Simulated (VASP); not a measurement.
# TiAl in VASP: notebook

TiAl is run at these levels: PBE, PBEsol; tasks: single point.

Program: VASP 6.6.1. These are calculated values, not measurements. Logs are shortened: lines on timing, memory, paths and dates and some standing lists are left out, and cuts for length are marked.

**1. The cell of the first run**

The structure is hexagonal, space group P-6m2 (No. 187). Conventional cell: a = 2.905 Å, b = 2.905 Å, c = 4.740 Å, α = 90.00°, β = 90.00°, γ = 120.00°. Ti (site symmetry -6m2) has 6 Al at 2.90 Å and 6 Ti at 2.90 Å within 3.8 Å. Al (site symmetry -6m2) has 6 Ti at 2.90 Å and 6 Al at 2.90 Å within 3.8 Å.

**2. Single point, PBE**

INCAR

```
SYSTEM = TiAl
ALGO = Normal ; EDIFF = 1E-6
ENCUT = 520 ; GGA = PE
ISIF = 2 ; ISMEAR = -1
LASPH = .True. ; LCHARG = .False.
LREAL = .False. ; LWAVE = .False.
NBANDS = 14 ; NELM = 60
PREC = Accurate ; SIGMA = 0.05
```

KPOINTS

```
k-points
0
Gamma
  11 11 6
  0 0 0
```

POSCAR

```
TiAl
1.0
    2.9049936943      0.0000000000      0.0000000000
   -1.4524968471      2.5157983370      0.0000000000
    0.0000000000      0.0000000000      4.7396437833
Ti Al
1 1
Direct
    0.0000000000      0.0000000000      0.0000000000
    0.3333333333      0.6666666667      0.5000000000
```

Potentials or basis: VASP PAW PBE potentials, release 64 (Ti_sv, Al).

Launch:

```bash
cat potpaw_PBE.64/Ti_sv/POTCAR potpaw_PBE.64/Al/POTCAR > POTCAR
mpirun -np 1 vasp_std > vasp.out
```

OUTCAR:

```text
SYSTEM = TiAl
   EDIFF = 1E-6
   ENCUT = 520
   GGA = PE
   ISIF = 2
   ISMEAR = -1
   LASPH = .True.
   LREAL = .False.
   NELM = 60
   PREC = Accurate

 ion  position               nearest neighbor table
   1  0.000  0.000  0.000-   2 2.90   2 2.90   2 2.90   2 2.90   2 2.90   2 2.90
   2  0.333  0.667  0.500-   1 2.90   1 2.90   1 2.90   1 2.90   1 2.90   1 2.90

  LATTYP: Found a hexagonal cell.
 ALAT       =     2.9049936943
 C/A-ratio  =     1.6315504549

  Lattice vectors:

 A1 = (   2.9049936943,   0.0000000000,   0.0000000000)
 A2 = (  -1.4524968471,   2.5157983370,   0.0000000000)
 A3 = (   0.0000000000,   0.0000000000,   4.7396437833)

Analysis of symmetry for initial positions (statically):
=====================================================================
 Subroutine PRICEL returns:
 Original cell was already a primitive cell.

 Routine SETGRP: Setting up the symmetry group for a
 hexagonal supercell.

 Subroutine GETGRP returns: Found 12 space group operations
 (whereof 12 operations were pure point group operations)
 out of a pool of 24 trial point group operations.

The static configuration has the point symmetry D_3h.

Analysis of symmetry for dynamics (positions and initial velocities):
=====================================================================
 Subroutine PRICEL returns:
 Original cell was already a primitive cell.

 Routine SETGRP: Setting up the symmetry group for a
 hexagonal supercell.

 Subroutine GETGRP returns: Found 12 space group operations
 (whereof 12 operations were pure point group operations)
 out of a pool of 24 trial point group operations.

The dynamic configuration has the point symmetry D_3h.

 Subroutine INISYM returns: Found 12 space group operations
 (whereof 12 operations are pure point group operations),
 and found     1 'primitive' translations

----------------------------------------------------------------------------------------

                                     Primitive cell

  volume of cell :      34.6391

  direct lattice vectors                    reciprocal lattice vectors
     2.904993694  0.000000000  0.000000000     0.344234826  0.198744070  0.000000000
    -1.452496847  2.515798337  0.000000000     0.000000000  0.397488139  0.000000000
     0.000000000  0.000000000  4.739643783     0.000000000  0.000000000  0.210986320

  length of vectors
     2.904993694  2.904993694  4.739643783     0.397488139  0.397488139  0.210986320

  position of ions in fractional coordinates (direct lattice)
     0.000000000  0.000000000  0.000000000
     0.333333333  0.666666667  0.500000000

  ion indices of the primitive-cell ions
   primitive index   ion index
                 1           1
                 2           2

----------------------------------------------------------------------------------------

 KPOINTS: k-points

Automatic generation of k-mesh.
 Grid dimensions read from file:
 generate k-points for:   11   11    6

 Generating k-lattice:

  Cartesian coordinates                     Fractional coordinates (reciprocal lattice)
     0.031294075  0.018067643  0.000000000     0.090909091 -0.000000000  0.000000000
     0.000000000  0.036135285  0.000000000     0.000000000  0.090909091  0.000000000
     0.000000000  0.000000000  0.035164387     0.000000000  0.000000000  0.166666667

  Length of vectors
     0.036135285  0.036135285  0.035164387

  Shift w.r.t. Gamma in fractional coordinates (k-lattice)
     0.000000000  0.000000000  0.000000000

 Subroutine IBZKPT returns following result:
 ===========================================

 Found     64 irreducible k-points:

 Following reciprocal coordinates:
            Coordinates               Weight
  0.000000  0.000000  0.000000      1.000000
  0.090909  0.000000  0.000000      6.000000
  0.181818  0.000000  0.000000      6.000000
  0.272727  0.000000  0.000000      6.000000
  0.363636  0.000000  0.000000      6.000000
  0.454545  0.000000  0.000000      6.000000
[... 16 lines left out ...]
  0.090909  0.090909  0.166667     12.000000
  0.181818  0.090909  0.166667     24.000000
 [... further k-points ...]
   k-points           NKPTS =     64   k-points in BZ     NKDIM =     64   number of bands    NBANDS=     14
   number of dos      NEDOS =    301   number of ions     NIONS =      2
   total plane-waves  NPLWV =  20736
   dimension x,y,z NGX =    24 NGY =   24 NGZ =   36
   dimension x,y,z NGXF=    48 NGYF=   48 NGZF=   72
   ions per type =               1   1
   NGX,Y,Z   is equivalent  to a cutoff of  13.73, 13.73, 12.63 a.u.
   NGXF,Y,Z  is equivalent  to a cutoff of  27.47, 27.47, 25.25 a.u.
 SYSTEM =  TiAl
   PREC   = accura    normal or accurate (medium, high low for compatibility)
   ISTART =      0    job   : 0-new  1-cont  2-samecut
   ICHARG =      2    charge: 1-file 2-atom 10-const
   ISPIN  =      1    spin polarized calculation?
   LNONCOLLINEAR =      F non collinear calculations
   LSORBIT =      F    spin-orbit coupling
   LASPH  =      T    aspherical Exc in radial PAW
   ENCUT  =  520.0 eV  38.22 Ry    6.18 a.u.   5.40  5.40  8.81*2*pi/ulx,y,z
   NELM   =     60;   NELMIN=  2; NELMDL= -5     # of ELM steps
   EDIFF  = 0.1E-05   stopping-criterion for ELM
   LREAL  =      F    real-space projection
   EDIFFG = 0.1E-04   stopping-criterion for IOM
   NSW    =      0    number of steps for IOM
   IBRION =     -1    ionic relax: 0-MD 1-quasi-New 2-CG
   NFREE  =      0    steps in history (QN), initial steepest desc. (CG)
   ISIF   =      2    stress and relaxation
   ISYM   =      2    0-nonsym 1-usesym 2-fastsym
   POTIM  = 0.5000    time-step for ionic-motion
   TEBEG  =    0.0;   TEEND  =   0.0 temperature during run
   PSTRESS=    0.0 pullay stress
   NELECT =      15.0000    total number of electrons
   NUPDOWN=      -1.0000    fix difference up-down
   EMIN   =  10.00;   EMAX   =-10.00  energy-range for DOS
   EFERMI =   0.00;   METHOD = LEGACY
   ISMEAR =    -1;   SIGMA  =   0.05  broadening in eV -4-tet -1-fermi 0-gaus
   EFERMI_NEDOS =   21; number of points for ismear=-14 and -15
   IALGO  =     38    algorithm
   IMIX   =      4    mixing-type and parameters
     AMIX     =   0.40;   BMIX     =  1.00
     AMIX_MAG =   1.60;   BMIX_MAG =  1.00
  volume/ion in A,a.u.               =      17.32       116.88
  Fermi-wavevector in a.u.,A,eV,Ry     =   1.238558  2.340535 20.871689  1.534026
  Thomas-Fermi vector in A             =   2.373078
   LORBIT       =      0    0 simple, 1 ext, 2 COOP (PROOUT), +10 PAW based schemes
   GGA     = PE    functional components
   LHFCALC =     F    Hartree Fock is set to
   AEXX    =    0.0000 exact exchange contribution
   IVDW    =     0    specifies the selected vdW correction
   LEPSILON=     F    determine dielectric tensor
   LRPA    =     F    only Hartree local field effects (RPA)
 non-spin polarized calculation
  energy-cutoff  :      520.00
  volume of cell :       34.64
 maximum number of plane-waves:       966
 NGX is ok and might be reduce to    24
   NGX = 11   NGY = 11   NGZ = 17

 number of electron      14.9999996 magnetization

 Free energy of the ion-electron system (eV)
  ---------------------------------------------------
  ext. energy  EPLUGINS =         0.00000000
  ---------------------------------------------------
  free energy    TOTEN  =       -12.07436842 eV

  energy without entropy =      -12.04992291  energy(sigma->0) =      -12.06214567

 E-fermi :   7.4441     XC(G=0): -10.7681

 val. band max:        7.4395082460   @ k =   0.2727   0.0000   0.5000
 cond. band min:       7.4547028881   @ k =   0.3636   0.2727   0.3333
 fundamental gap:      0.0151946421
 Fermi energy:         7.4440529152

 k-point     1 :       0.0000    0.0000    0.0000
  band No.  band energies     occupation
      1     -49.1604      2.00000
      2     -25.4694      2.00000
      3     -25.0952      2.00000
      4     -25.0952      2.00000
      5      -1.2654      2.00000
      6       5.2085      2.00000
      7       5.6609      2.00000
      8       8.6855      0.00000
      9       8.6855      0.00000
     10      10.0959      0.00000
     11      10.0959      0.00000
     12      11.1671      0.00000
     13      20.0497      0.00000
     14      20.0497      0.00000

 k-point     2 :       0.0909    0.0000    0.0000
  band No.  band energies     occupation
      1     -49.1540      2.00000
      2     -25.4630      2.00000
      3     -25.1363      2.00000
      4     -25.1046      2.00000
      5      -1.0658      2.00000
      6       5.4227      2.00000
      7       5.6921      2.00000
      8       8.5048      0.00000
      9       8.8429      0.00000
     10      10.0436      0.00000
     11      10.1409      0.00000
     12      11.2117      0.00000
     13      17.5921      0.00000
     14      18.6722      0.00000

 k-point     3 :       0.1818    0.0000    0.0000
  band No.  band energies     occupation
      1     -49.1369      2.00000
      2     -25.4459      2.00000
      3     -25.2457      2.00000
      4     -25.1296      2.00000
      5      -0.4746      2.00000
      6       5.7746      2.00000
      7       5.9842      2.00000
      8       8.0793      0.00001
      9       9.2892      0.00000
     10       9.9061      0.00000
     11      10.2949      0.00000
     12      11.3200      0.00000
     13      14.7070      0.00000
     14      17.3345      0.00000
[... 324 lines left out ...]
 k-point    23 :       0.0909    0.0909    0.1667
  band No.  band energies     occupation
      1     -49.1423      2.00000
      2     -25.4520      2.00000
      3     -25.2090      2.00000
      4     -25.1243      2.00000
      5      -0.5195      2.00000
      6       4.5932      2.00000
      7       6.6909      2.00000
      8       8.1969      0.00000
      9       9.1618      0.00000
     10       9.8668      0.00000
     11       9.8928      0.00000
     12      12.1948      0.00000
     13      16.1734      0.00000
     14      16.4629      0.00000

 k-point    24 :       0.1818    0.0909    0.1667
  band No.  band energies     occupation
      1     -49.1225      2.00000
      2     -25.4321      2.00000
      3     -25.3279      2.00000
      4     -25.1595      2.00000
      5       0.2414      2.00000
      6       5.1246      2.00000
      7       6.9357      1.99992
      8       7.7564      0.00386
      9       9.6147      0.00000
     10       9.7276      0.00000
     11       9.8407      0.00000
     12      12.4536      0.00000
     13      13.8309      0.00000
     14      15.2763      0.00000

 [... further k-points ...]
[... 5 lines left out ...]
  --------------------------------------------------------------------------------------
  -------------------------------------------------------------------------------------
  Total       -0.6218892     -0.6218892     -1.1392458     -0.0000000      0.0000000      0.0000000
  in kB      -28.7645035    -28.7645035    -52.6940142     -0.0000000      0.0000000      0.0000000
  external PRESSURE =     -36.7410070 kB  Pullay stress =       0.0000000 kB

 VOLUME and BASIS-vectors are now :
 -----------------------------------------------------------------------------
  energy-cutoff  :      520.00
  volume of cell :       34.64
      direct lattice vectors                 reciprocal lattice vectors
     2.904993694  0.000000000  0.000000000     0.344234826  0.198744070  0.000000000
    -1.452496847  2.515798337  0.000000000     0.000000000  0.397488139  0.000000000
     0.000000000  0.000000000  4.739643783     0.000000000  0.000000000  0.210986320

 POSITION                                       TOTAL-FORCE (eV/Angst)
 -----------------------------------------------------------------------------------
      0.00000      0.00000      0.00000         0.000000      0.000000      0.000000
     -0.00000      1.67720      2.36982         0.000000      0.000000      0.000000
 -----------------------------------------------------------------------------------
    total drift:                                0.000000     -0.000000      0.000000

  FREE ENERGIE OF THE ION-ELECTRON SYSTEM (eV)
  ---------------------------------------------------
  free  energy   TOTEN  =       -12.0743684238 eV

  energy  without entropy=      -12.0499229067  energy(sigma->0) =      -12.06214567
```

Wall time 38 s (1 thread of AMD EPYC 7R13 (Zen 3), shared host); peak memory 0.14 GiB.

Results:

- Free energy: -12.0744 eV
- Pressure: -3.7 GPa

(Continued in part 2 of 2.)
